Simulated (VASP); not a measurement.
# SnO in VASP: notebook

SnO is run at these levels: PBE; tasks: single point.

Everything below comes from runs of VASP 6.6.1. Logs are shortened: lines on timing, memory, paths and dates and some standing lists are left out, and cuts for length are marked.

### 1 The cell of the first run

Symmetry: P4/nmm, No. 129, tetragonal system. Conventional cell: a = 3.916 Å, b = 3.916 Å, c = 4.836 Å, α = 90.00°, β = 90.00°, γ = 90.00°. Sn (site symmetry 4mm) has 4 O at 2.27 Å within 3.0 Å. O (site symmetry -4m2) has 4 Sn at 2.27 Å and 4 O at 2.77 Å within 3.0 Å.

### 2 Single point, PBE (equal xx and yy strain of +3 %)

Input file INCAR:

```
  ALGO = Normal
  EDIFF = 1E-6
  ENCUT = 520
  GGA = PE
  ISIF = 2
  ISMEAR = -1
  LASPH = True
  LCHARG = False
  LREAL = False
  LWAVE = False
  NBANDS = 28
  NELM = 80
  PREC = Accurate
  SIGMA = 0.01
```

Input file KPOINTS:

```
k-points
0
Gamma
  8 8 6
```

Input file POSCAR:

```
SnO
1.0
    3.9160600000      0.0000000000      0.0000000000
    0.0000000000      3.9160600000      0.0000000000
    0.0000000000      0.0000000000      4.8360000000
Sn O
2 2
Direct
    0.0000000000      0.5000000000      0.2385000000
    0.5000000000      0.0000000000      0.7615000000
    0.0000000000      0.0000000000      0.0000000000
    0.5000000000      0.5000000000      0.0000000000
```

Potentials or basis: VASP PAW PBE potentials, release 64 (Sn_d, O).

On the command line:

```
$ cat potpaw_PBE.64/Sn_d/POTCAR potpaw_PBE.64/O/POTCAR > POTCAR
$ mpirun -np 1 vasp_std > vasp.out
```

OUTCAR:

```text
EDIFF = 1E-6
   ENCUT = 520
   GGA = PE
   ISIF = 2
   ISMEAR = -1
   LASPH = True
   LREAL = False
   NELM = 80
   PREC = Accurate

 ion  position               nearest neighbor table
   1  0.000  0.500  0.239-   3 2.27   4 2.27   3 2.27   4 2.27   2 3.60   2 3.60   2 3.60   2 3.60
                             2 3.75   2 3.75   2 3.75   2 3.75
   2  0.500  0.000  0.761-   3 2.27   4 2.27   4 2.27   3 2.27   1 3.60   1 3.60   1 3.60   1 3.60
                             1 3.75   1 3.75   1 3.75   1 3.75
   3  0.000  0.000  0.000-   1 2.27   2 2.27   1 2.27   2 2.27
   4  0.500  0.500  0.000-   1 2.27   2 2.27   2 2.27   1 2.27

  LATTYP: Found a simple tetragonal cell.
 ALAT       =     3.9160600000
 C/A-ratio  =     1.2349146847

  Lattice vectors:

 A1 = (   3.9160600000,   0.0000000000,   0.0000000000)
 A2 = (   0.0000000000,   3.9160600000,   0.0000000000)
 A3 = (   0.0000000000,   0.0000000000,   4.8360000000)

Analysis of symmetry for initial positions (statically):
=====================================================================
 Subroutine PRICEL returns:
 Original cell was already a primitive cell.

 Routine SETGRP: Setting up the symmetry group for a
 simple tetragonal supercell.

 Subroutine GETGRP returns: Found 16 space group operations
 (whereof  8 operations were pure point group operations)
 out of a pool of 16 trial point group operations.

The static configuration has the point symmetry D_2d.
 The point group associated with its full space group is D_4h.

Analysis of symmetry for dynamics (positions and initial velocities):
=====================================================================
 Subroutine PRICEL returns:
 Original cell was already a primitive cell.

 Routine SETGRP: Setting up the symmetry group for a
 simple tetragonal supercell.

 Subroutine GETGRP returns: Found 16 space group operations
 (whereof  8 operations were pure point group operations)
 out of a pool of 16 trial point group operations.

The dynamic configuration has the point symmetry D_2d.
 The point group associated with its full space group is D_4h.

 Subroutine INISYM returns: Found 16 space group operations
 (whereof  8 operations are pure point group operations),
 and found     1 'primitive' translations

----------------------------------------------------------------------------------------

                                     Primitive cell

  volume of cell :      74.1626

  direct lattice vectors                    reciprocal lattice vectors
     3.916060000  0.000000000  0.000000000     0.255358702  0.000000000  0.000000000
     0.000000000  3.916060000  0.000000000     0.000000000  0.255358702  0.000000000
     0.000000000  0.000000000  4.836000000     0.000000000  0.000000000  0.206782465

  length of vectors
     3.916060000  3.916060000  4.836000000     0.255358702  0.255358702  0.206782465

  position of ions in fractional coordinates (direct lattice)
     0.000000000  0.500000000  0.238500000
     0.500000000  0.000000000  0.761500000
     0.000000000  0.000000000  0.000000000
     0.500000000  0.500000000  0.000000000

  ion indices of the primitive-cell ions
   primitive index   ion index
                 1           1
                 2           2
                 3           3
                 4           4

----------------------------------------------------------------------------------------

 KPOINTS: k-points

Automatic generation of k-mesh.
 Grid dimensions read from file:
 generate k-points for:    8    8    6

 Generating k-lattice:

  Cartesian coordinates                     Fractional coordinates (reciprocal lattice)
     0.031919838  0.000000000  0.000000000     0.125000000  0.000000000  0.000000000
     0.000000000  0.031919838  0.000000000     0.000000000  0.125000000  0.000000000
     0.000000000  0.000000000  0.034463744     0.000000000  0.000000000  0.166666667

  Length of vectors
     0.031919838  0.031919838  0.034463744

  Shift w.r.t. Gamma in fractional coordinates (k-lattice)
     0.000000000  0.000000000  0.000000000

 Subroutine IBZKPT returns following result:
 ===========================================

 Found     60 irreducible k-points:

 Following reciprocal coordinates:
            Coordinates               Weight
  0.000000  0.000000  0.000000      1.000000
  0.125000  0.000000  0.000000      4.000000
  0.250000  0.000000  0.000000      4.000000
  0.375000  0.000000  0.000000      4.000000
  0.500000  0.000000  0.000000      2.000000
  0.125000  0.125000  0.000000      4.000000
[... 16 lines left out ...]
  0.375000  0.125000  0.166667     16.000000
  0.500000  0.125000  0.166667      8.000000
 [... further k-points ...]
   k-points           NKPTS =     60   k-points in BZ     NKDIM =     60   number of bands    NBANDS=     28
   number of dos      NEDOS =    301   number of ions     NIONS =      4
   total plane-waves  NPLWV =  32400
   dimension x,y,z NGX =    30 NGY =   30 NGZ =   36
   dimension x,y,z NGXF=    60 NGYF=   60 NGZF=   72
   ions per type =               2   2
   NGX,Y,Z   is equivalent  to a cutoff of  12.74, 12.74, 12.38 a.u.
   NGXF,Y,Z  is equivalent  to a cutoff of  25.47, 25.47, 24.75 a.u.
 SYSTEM =  unknown system
   PREC   = accura    normal or accurate (medium, high low for compatibility)
   ISTART =      0    job   : 0-new  1-cont  2-samecut
   ICHARG =      2    charge: 1-file 2-atom 10-const
   ISPIN  =      1    spin polarized calculation?
   LNONCOLLINEAR =      F non collinear calculations
   LSORBIT =      F    spin-orbit coupling
   LASPH  =      T    aspherical Exc in radial PAW
   ENCUT  =  520.0 eV  38.22 Ry    6.18 a.u.   7.28  7.28  8.99*2*pi/ulx,y,z
   NELM   =     80;   NELMIN=  2; NELMDL= -5     # of ELM steps
   EDIFF  = 0.1E-05   stopping-criterion for ELM
   LREAL  =      F    real-space projection
   EDIFFG = 0.1E-04   stopping-criterion for IOM
   NSW    =      0    number of steps for IOM
   IBRION =     -1    ionic relax: 0-MD 1-quasi-New 2-CG
   NFREE  =      0    steps in history (QN), initial steepest desc. (CG)
   ISIF   =      2    stress and relaxation
   ISYM   =      2    0-nonsym 1-usesym 2-fastsym
   POTIM  = 0.5000    time-step for ionic-motion
   TEBEG  =    0.0;   TEEND  =   0.0 temperature during run
   PSTRESS=    0.0 pullay stress
   NELECT =      40.0000    total number of electrons
   NUPDOWN=      -1.0000    fix difference up-down
   EMIN   =  10.00;   EMAX   =-10.00  energy-range for DOS
   EFERMI =   0.00;   METHOD = LEGACY
   ISMEAR =    -1;   SIGMA  =   0.01  broadening in eV -4-tet -1-fermi 0-gaus
   EFERMI_NEDOS =   21; number of points for ismear=-14 and -15
   IALGO  =     38    algorithm
   IMIX   =      4    mixing-type and parameters
     AMIX     =   0.40;   BMIX     =  1.00
     AMIX_MAG =   1.60;   BMIX_MAG =  1.00
  volume/ion in A,a.u.               =      18.54       125.12
  Fermi-wavevector in a.u.,A,eV,Ry     =   1.332600  2.518249 24.161539  1.775823
  Thomas-Fermi vector in A             =   2.461523
   LORBIT       =      0    0 simple, 1 ext, 2 COOP (PROOUT), +10 PAW based schemes
   GGA     = PE    functional components
[... 5 lines left out ...]
 non-spin polarized calculation
  energy-cutoff  :      520.00
  volume of cell :       74.16
 maximum number of plane-waves:      2033
 NGX is ok and might be reduce to    30
   NGX = 15   NGY = 15   NGZ = 17

 number of electron      39.9999986 magnetization

 Free energy of the ion-electron system (eV)
  ---------------------------------------------------
  ext. energy  EPLUGINS =         0.00000000
  ---------------------------------------------------
  free energy    TOTEN  =       -22.70553252 eV

  energy without entropy =      -22.70553252  energy(sigma->0) =      -22.70553252

 E-fermi :   6.4193     XC(G=0):  -9.9779

 val. band max:        6.2301606427   @ k =   0.1250   0.0000   0.0000
 cond. band min:       6.5984554392   @ k =   0.5000   0.5000   0.0000
 fundamental gap:      0.3682947965
 Fermi energy:         6.4192801328

 k-point     1 :       0.0000    0.0000    0.0000
  band No.  band energies     occupation
      1     -15.3877      2.00000
      2     -15.0619      2.00000
      3     -15.0619      2.00000
      4     -15.0492      2.00000
      5     -15.0315      2.00000
      6     -15.0232      2.00000
[... 20 lines left out ...]
     27      13.0943      0.00000
     28      13.5697      0.00000

 k-point     2 :       0.1250    0.0000    0.0000
  band No.  band energies     occupation
      1     -15.3792      2.00000
      2     -15.0590      2.00000
      3     -15.0588      2.00000
      4     -15.0491      2.00000
      5     -15.0321      2.00000
      6     -15.0188      2.00000
[... 20 lines left out ...]
     27      13.2716      0.00000
     28      14.5824      0.00000

 k-point     3 :       0.2500    0.0000    0.0000
  band No.  band energies     occupation
      1     -15.3555      2.00000
      2     -15.1025      2.00000
      3     -15.0505      2.00000
      4     -15.0502      2.00000
      5     -15.0332      2.00000
      6     -15.0230      2.00000
[... 20 lines left out ...]
     27      13.5220      0.00000
     28      16.3996      0.00000

 k-point     4 :       0.3750    0.0000    0.0000
  band No.  band energies     occupation
      1     -15.3178      2.00000
      2     -15.1891      2.00000
      3     -15.0405      2.00000
      4     -15.0379      2.00000
      5     -15.0337      2.00000
      6     -15.0207      2.00000
[... 20 lines left out ...]
     27      13.9467      0.00000
     28      15.9006      0.00000

 k-point     5 :       0.5000    0.0000    0.0000
  band No.  band energies     occupation
      1     -15.2633      2.00000
      2     -15.2633      2.00000
      3     -15.0348      2.00000
      4     -15.0348      2.00000
      5     -15.0265      2.00000
      6     -15.0265      2.00000
[... 20 lines left out ...]
     27      14.7123      0.00000
     28      14.7123      0.00000

 k-point     6 :       0.1250    0.1250    0.0000
  band No.  band energies     occupation
      1     -15.3719      2.00000
      2     -15.0637      2.00000
      3     -15.0490      2.00000
      4     -15.0478      2.00000
      5     -15.0433      2.00000
      6     -15.0269      2.00000
[... 463 lines left out ...]
      5     -15.0414      2.00000
      6     -15.0235      2.00000
[... 20 lines left out ...]
     27      13.8932      0.00000
     28      15.1784      0.00000

 k-point    22 :       0.2500    0.1250    0.1667
  band No.  band energies     occupation
      1     -15.3500      2.00000
      2     -15.1278      2.00000
      3     -15.0568      2.00000
      4     -15.0407      2.00000
      5     -15.0355      2.00000
      6     -15.0218      2.00000
[... 20 lines left out ...]
     27      14.3867      0.00000
     28      15.8487      0.00000

 k-point    23 :       0.3750    0.1250    0.1667
  band No.  band energies     occupation
      1     -15.3193      2.00000
      2     -15.2073      2.00000
      3     -15.0515      2.00000
      4     -15.0372      2.00000
      5     -15.0317      2.00000
      6     -15.0194      2.00000
[... 20 lines left out ...]
     27      14.6172      0.00000
     28      15.2250      0.00000

 k-point    24 :       0.5000    0.1250    0.1667
  band No.  band energies     occupation
      1     -15.2730      2.00000
      2     -15.2730      2.00000
      3     -15.0445      2.00000
      4     -15.0445      2.00000
      5     -15.0233      2.00000
      6     -15.0233      2.00000
[... 20 lines left out ...]
     27      14.8779      0.00000
     28      14.8779      0.00000

 [... further k-points ...]

------------------------ aborting loop because EDIFF is reached ----------------------------------------

  FORCE on cell =-STRESS in cart. coord.  units (eV):
  Direction    XX          YY          ZZ          XY          YZ          ZX
  --------------------------------------------------------------------------------------
  -------------------------------------------------------------------------------------
  Total       -0.9516617     -0.9516617     -0.0140602      0.0000000      0.0000000      0.0000000
  in kB      -20.5592953    -20.5592953     -0.3037510      0.0000000      0.0000000      0.0000000
  external PRESSURE =     -13.8074472 kB  Pullay stress =       0.0000000 kB

 VOLUME and BASIS-vectors are now :
 -----------------------------------------------------------------------------
  energy-cutoff  :      520.00
  volume of cell :       74.16
      direct lattice vectors                 reciprocal lattice vectors
     3.916060000  0.000000000  0.000000000     0.255358702  0.000000000  0.000000000
     0.000000000  3.916060000  0.000000000     0.000000000  0.255358702  0.000000000
     0.000000000  0.000000000  4.836000000     0.000000000  0.000000000  0.206782465

 POSITION                                       TOTAL-FORCE (eV/Angst)
 -----------------------------------------------------------------------------------
      0.00000      1.95803      1.15339        -0.000000     -0.000000     -0.213592
      1.95803      0.00000      3.68261         0.000000     -0.000000      0.213592
      0.00000      0.00000      0.00000        -0.000000     -0.000000     -0.000000
      1.95803      1.95803      0.00000        -0.000000      0.000000     -0.000000
 -----------------------------------------------------------------------------------
    total drift:                                0.000000      0.000000     -0.000000

  FREE ENERGIE OF THE ION-ELECTRON SYSTEM (eV)
  ---------------------------------------------------
  free  energy   TOTEN  =       -22.7055325214 eV

  energy  without entropy=      -22.7055325213  energy(sigma->0) =      -22.70553252
```

Run time: 2.7 min. Hardware: 1 thread of Intel Xeon 8259CL, shared host; peak memory 0.24 GiB.

What came out:

| Item | Value |
| --- | --- |
| Free energy | -22.7055 eV |
| Pressure | -1.4 GPa |
| Largest force | 0.214 eV/Å |
| Band gap on the k mesh | 0.37 eV (least direct gap 1.99 eV) |

Forces on the atoms (eV/Å):
```
Sn   0.000  0.000 -0.214
Sn   0.000  0.000  0.214
O    0.000  0.000  0.000
O    0.000  0.000  0.000
```

Caveat: the cell differs from its parent crystal (equal xx and yy strain of +3 %); semilocal functionals underestimate gaps, and a narrow one can read as zero; spin-orbit coupling is left out, which moves the levels of the heavy elements.

### 3 Single point, PBE (equal xy, yz and zx shear strains of +2 %)

Input file INCAR:

```
SYSTEM = SnO
ALGO     = Normal         ! electronic algorithm
EDIFF    = 1E-6           ! SCF threshold, eV
ENCUT    = 520            ! plane-wave cutoff, eV
GGA      = PE             ! functional
ISIF     = 2              ! what is computed and relaxed
ISMEAR   = -1             ! smearing method
LASPH    = .True.         ! aspherical terms in the spheres
LCHARG   = .False.        ! write CHGCAR
LREAL    = .False.        ! projectors in reciprocal space
LWAVE    = .False.        ! write WAVECAR
NBANDS   = 28             ! bands
NELM     = 60             ! most SCF steps
PREC     = Accurate       ! precision mode
SIGMA    = 0.01           ! smearing width, eV
```

Input file KPOINTS:

```
k-points
0
Gamma
  8 8 6
  0 0 0
```

Input file POSCAR:

```
SnO
1.0
    3.8020000000      0.0380200000      0.0380200000
    0.0380200000      3.8020000000      0.0380200000
    0.0483600000      0.0483600000      4.8360000000
Sn O
2 2
Direct
    0.0000000000      0.5000000000      0.2385000000
    0.5000000000      0.0000000000      0.7615000000
    0.0000000000      0.0000000000      0.0000000000
    0.5000000000      0.5000000000      0.0000000000
```

Potentials or basis: VASP PAW PBE potentials, release 64 (Sn_d, O).

On the command line:

```
$ cat potpaw_PBE.64/Sn_d/POTCAR potpaw_PBE.64/O/POTCAR > POTCAR
$ mpirun -np 1 vasp_std > vasp.out
```

Run time: 4 min. Hardware: 1 thread of AMD EPYC 7R43 (Zen 3), shared host; peak memory 0.26 GiB.

Results (log left out):

- Free energy: -22.6521 eV
- Pressure: 4.6 GPa
- Largest force: 0.482 eV/Å
- Band gap on the k mesh: 0.02 eV (least direct gap 1.91 eV)

Forces on the atoms (eV/Å):
```
Sn  -0.125 -0.125  0.448
Sn   0.125  0.125 -0.448
O   -0.085  0.085  0.000
O    0.085 -0.085  0.000
```

Stress tensor (GPa, compression positive):
```
 4.97 -1.63 -1.10
-1.63  4.97 -1.10
-1.10 -1.10  3.72
```

Levels at points of the mesh, in eV from the valence-band top:
```
           k point  band 18  band 19  band 20  band 21  band 22  band 23
(0.00, 0.00, 0.00)    -3.35    -3.08     0.00     2.09     4.35     4.58
(0.50, 0.00, 0.00)    -4.87    -2.81    -2.72     3.07     3.27     5.76
(0.50, 0.50, 0.00)    -2.47    -1.98    -1.89     0.02     0.05     4.36
(0.00, 0.00, 0.50)    -3.13    -3.10    -2.28     1.68     2.86     3.01
(0.50, 0.00, 0.50)    -4.83    -1.87    -1.71     2.45     2.67     5.35
(0.50, 0.50, 0.50)    -2.65    -2.61    -2.47     2.27     2.31     3.99
```

Caveat: the cell differs from its parent crystal (equal xy, yz and zx shear strains of +2 %); the cell stands under pressure; semilocal functionals underestimate gaps, and a narrow one can read as zero; spin-orbit coupling is left out, which moves the levels of the heavy elements.

### 4 Single point, PBE (equal xy, yz and zx shear strains of -1 %)

Input file INCAR:

```
ALGO = Normal ; EDIFF = 1E-7
ENCUT = 520 ; GGA = PE
ISIF = 2 ; ISMEAR = -1
LASPH = True ; LCHARG = True
LELF = True ; LREAL = False
LVHAR = True ; LWAVE = False
NBANDS = 28 ; NELM = 60
PREC = Accurate ; SIGMA = 0.01
```

Input file KPOINTS:

```
k-points
0
Gamma
  8 8 6
```

Input file POSCAR:

```
SnO
1.0
    3.8020000000     -0.0190100000     -0.0190100000
   -0.0190100000      3.8020000000     -0.0190100000
   -0.0241800000     -0.0241800000      4.8360000000
Sn O
2 2
Direct
    0.0000000000      0.5000000000      0.2385000000
    0.5000000000      0.0000000000      0.7615000000
    0.0000000000      0.0000000000      0.0000000000
    0.5000000000      0.5000000000      0.0000000000
```

On the command line:

```
$ cat potpaw_PBE.64/Sn_d/POTCAR potpaw_PBE.64/O/POTCAR > POTCAR
$ mpirun -np 1 vasp_std > vasp.out
```

Run time: 4.1 min. Hardware: 1 thread of AMD EPYC 7R43 (Zen 3), shared host; peak memory 0.26 GiB.

It converged, with:

```yaml
Free_energy: -22.6651 eV
Pressure: 4.5 GPa
Largest_force: 0.447 eV/Å
Band_gap_on_the_k_mesh: 0.02 eV (least direct gap 1.91 eV)
```

Forces in eV/Å, atoms in the order of the input:
```
Sn   0.064  0.064  0.438
Sn  -0.064 -0.064 -0.438
O    0.043 -0.043  0.000
O   -0.043  0.043  0.000
```

Stress tensor (GPa, compression positive):
```
4.88 0.84 0.57
0.84 4.88 0.57
0.57 0.57 3.66
```

Levels at points of the mesh, in eV from the valence-band top:
```tsv
k point	band 18	band 19	band 20	band 21	band 22	band 23
(0.00, 0.00, 0.00)	-3.28	-3.15	0.00	2.09	4.37	4.61
(0.50, 0.00, 0.00)	-4.88	-2.79	-2.74	3.12	3.22	5.83
(0.50, 0.50, 0.00)	-2.51	-1.96	-1.90	0.02	0.04	4.40
(0.00, 0.00, 0.50)	-3.17	-3.13	-2.28	1.69	2.89	2.96
(0.50, 0.00, 0.50)	-4.84	-1.83	-1.75	2.51	2.62	5.39
(0.50, 0.50, 0.50)	-2.66	-2.60	-2.51	2.29	2.30	4.01
```

Caveat: the cell differs from its parent crystal (equal xy, yz and zx shear strains of -1 %); the cell stands under pressure; semilocal functionals underestimate gaps, and a narrow one can read as zero; spin-orbit coupling is left out, which moves the levels of the heavy elements.

### 5 Overview

| cell | gap on the mesh (eV) | pressure (GPa) | largest force (eV/Å) |
| --- | --- | --- | --- |
| a = 3.916, b = 3.916, c = 4.836 Å, 4 atoms | 0.37 | -1.4 | 0.21 |
| a = 3.802, b = 3.802, c = 4.836 Å, angles 88.8°, 4 atoms | 0.02 | 4.6 | 0.48 |
| a = 3.802, b = 3.802, c = 4.836 Å, angles 90.6°, 4 atoms | 0.02 | 4.5 | 0.45 |

Alike in all rows: task single point; level PBE; potentials or basis VASP PAW PBE potentials, release 64 (Sn_d, O); no spin polarisation; k mesh 8 × 8 × 6; cutoff (eV) 520; smearing fermi-dirac 0.01 eV.

Caveats: semilocal functionals underestimate gaps, and a narrow one can read as zero; spin-orbit coupling is left out, which moves the levels of the heavy elements; the cell stands under pressure (at least some runs).

Total energies depend on the potentials used, so only differences within one code and one set of settings carry meaning.
